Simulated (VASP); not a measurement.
The system is K2S.

```xyz
3
Lattice="0.0000 3.7027 3.7027 3.7027 0.0000 3.7027 3.7027 3.7027 0.0000" Properties=species:S:1:pos:R:3 pbc="T T T"
K     1.8514    1.8514    1.8514
K     5.5541    5.5541    5.5541
S     0.0000    0.0000    0.0000
```

Base run:

```yaml
Program: VASP 6.6.1
Functional: r2SCAN
Potentials_or_basis: VASP PAW PBE potentials, release 64 (K_sv, S)
Cutoff: 550 eV
k_mesh: 6 × 6 × 6
Occupations: gaussian, width 0.01 eV
Spin: no spin polarisation
```

Its results: band gap on the k mesh 2.76 eV, indirect (least direct gap 2.95 eV); pressure 0.0 GPa.

**Question.** The run is repeated on the same cell with these changes: functional from r2SCAN to PBE; cutoff from 550 eV to 500 eV. What comes out?

**Answer.** Band gap on the k mesh 2.38 eV, indirect (least direct gap 2.57 eV); pressure 0.5 GPa.

r2SCAN gives the wider gap, since meta-GGAs in the generalised Kohn-Sham scheme recover part of the derivative discontinuity.

Caveats: the PAW data sets were made with another functional, which shifts forces and pressure a little (some runs).

A k mesh can miss the band edges.
